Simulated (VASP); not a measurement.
A run of VASP 6.6.1:

File INCAR:

```
  ALGO = Normal
  EDIFF = 1E-6
  ENCUT = 520
  GGA = PE
  ISIF = 2
  ISMEAR = 0
  LASPH = T
  LCHARG = F
  LREAL = F
  LWAVE = F
  NBANDS = 26
  NELM = 60
  PREC = Accurate
  SIGMA = 0.1
```

Contents of KPOINTS:

```
k-points
0
Gamma
  4 4 6
```

POSCAR

```
GaN
1.0
    4.0645721500      0.0000000000      0.0000000000
    0.0000000000      4.0645721500      0.0000000000
    0.0000000000      0.0000000000      3.3525325100
Ga N
2 2
Direct
    0.0000000000      0.0000000000      0.5000000000
    0.5000000000      0.5000000000      0.5000000000
    0.5000000000      0.0000000000      0.6535902300
    0.0000000000      0.5000000000      0.3464097700
```

Potentials or basis: VASP PAW PBE potentials, release 64 (Ga_d, N).

Run with:

```console
$ cat potpaw_PBE.64/Ga_d/POTCAR potpaw_PBE.64/N/POTCAR > POTCAR
$ mpirun -np 1 vasp_std > vasp.out
```

Hardware: 1 thread of Intel(R) Xeon(R) 6975P-C (Granite Rapids), on a shared host.

How long does it take, and how much memory?

Wall time 19 s on 1 thread of Intel(R) Xeon(R) 6975P-C (Granite Rapids), with other jobs on the host, peak memory 0.17 GiB. Counts: scf iterations 15, k points 24.
